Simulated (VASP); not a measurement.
Wanted: the native input for a VASP 6.6.1 run.

| Quantity | Value |
| --- | --- |
| Task | single point |
| Functional | PBE |
| Potentials or basis | VASP PAW PBE potentials, release 64 (Na_pv, Al, O) |
| Cutoff | 520 eV |
| k mesh | 6 × 6 × 6 |
| Occupations | gaussian, width 0.2 eV |
| Spin | no spin polarisation |
| Dipole correction | no |
| Further INCAR settings | ALGO = Normal; EDIFF = 1e-06; NBANDS = 27 |

The structure of NaAl5O2 lies in POSCAR:

```
NaAl5O2
1.0
    1.4465525110      0.8351674816     14.5594191439
   -1.4465525110      0.8351674816     14.5594191439
    0.0000000000     -1.6703349632     14.5594191439
Na Al O
1 5 2
Direct
    0.0000000000      0.0000000000      0.0000000000
    0.2714694946      0.2714694946      0.2714694946
    0.7285305054      0.7285305054      0.7285305054
    0.8868090013      0.8868090013      0.8868090013
    0.1131909987      0.1131909987      0.1131909987
    0.5000000000      0.5000000000      0.5000000000
    0.6286284608      0.6286284608      0.6286284608
    0.3713715392      0.3713715392      0.3713715392
```

One way to write it, as run:

INCAR

```
  PREC = Accurate
  ENCUT = 520
  EDIFF = 1E-6
  ISMEAR = 0
  SIGMA = 0.2
  LREAL = False
  LASPH = True
  NELM = 80
  ALGO = Normal
  ISIF = 2
  LWAVE = False
  LCHARG = False
  GGA = PE
  NBANDS = 27
```

KPOINTS

```
regular mesh
0
Gamma
  6 6 6
```

Potentials or basis: VASP PAW PBE potentials, release 64 (Na_pv, Al, O).

Launch:

```console
$ cat potpaw_PBE.64/Na_pv/POTCAR potpaw_PBE.64/Al/POTCAR potpaw_PBE.64/O/POTCAR > POTCAR
$ mpirun -np 1 vasp_std > vasp.out
```

Results of the run:

The pressure is 0.3 GPa, the largest force is 0.089 eV/Å and the band gap on the k mesh is zero (band 17 reaches 9.80 eV, above the bottom of band 18 at 6.87 eV).

Caveat: the k points lie up to 0.42 Å⁻¹ apart.

Run time: 30 min on 1 thread of Intel(R) Xeon(R) 6975P-C (Granite Rapids), on a shared host, peak memory 2.2 GiB.
